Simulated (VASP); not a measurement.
Write the native input for VASP 6.6.1 that does the following.

```yaml
Task: single point
Functional: r2SCAN
Potentials_or_basis: VASP PAW PBE potentials, release 64 (Ag)
Cutoff: 520 eV
k_mesh: 20 × 20 × 20
Occupations: gaussian, width 0.15 eV
Spin: no spin polarisation
Dipole_correction: no
Further_INCAR_settings: ALGO = Normal; EDIFF = 1e-06; NBANDS = 12
```

The system is Ag.

```
Ag
1.0
     0.00000    2.04310    2.04310
     2.06353    0.00000    2.04310
     2.06353    2.04310    0.00000
Ag
1
Direct
  0.00000 0.00000 0.00000
```

This cell differs from its parent crystal: strain +0.0100 x Voigt [1, 0, 0, 0, 0, 0].

One way to write it, as run:

POSCAR

```
Ag
1.0
    0.0000000000      2.0431000000      2.0431000000
    2.0635310000      0.0000000000      2.0431000000
    2.0635310000      2.0431000000      0.0000000000
Ag
1
Direct
    0.0000000000      0.0000000000      0.0000000000
```

INCAR.step1

```
SYSTEM = Ag
ALGO = Normal
EDIFF = 1E-4
ENCUT = 520
GGA = PE
ISMEAR = 0
LASPH = .True.
LCHARG = .False.
LREAL = .False.
LWAVE = .True.
NBANDS = 12
NELM = 80
PREC = Accurate
SIGMA = 0.15
```

INCAR.step2

```
SYSTEM = Ag
ALGO = Normal
EDIFF = 1E-6
ENCUT = 520
ISIF = 2
ISMEAR = 0
ISTART = 1
LASPH = .True.
LCHARG = .False.
LMIXTAU = .True.
LREAL = .False.
LWAVE = .False.
METAGGA = R2SCAN
NBANDS = 12
NELM = 80
PREC = Accurate
SIGMA = 0.15
```

KPOINTS

```
k-points
0
Gamma
  20 20 20
  0 0 0
```

Potentials or basis: VASP PAW PBE potentials, release 64 (Ag).

The run is started by

```bash
$ cat potpaw_PBE.64/Ag/POTCAR > POTCAR
$ cp INCAR.step1 INCAR
$ mpirun -np 1 vasp_std > vasp.out
$ cp INCAR.step2 INCAR
$ mpirun -np 1 vasp_std > vasp.out
```

Results of the run:

```
Pressure               : 0.5 GPa
Band gap on the k mesh : zero (an odd number of electrons rules out a gap without spin polarisation)
```

Caveat: the cell differs from its parent crystal (strain +0.0100 x Voigt [1, 0, 0, 0, 0, 0]); the PAW data sets were made with another functional, which shifts forces and pressure a little.

Run time: 2.1 min on 1 thread of Intel(R) Xeon(R) 6975P-C (Granite Rapids) (shared host), peak memory 0.25 GiB.
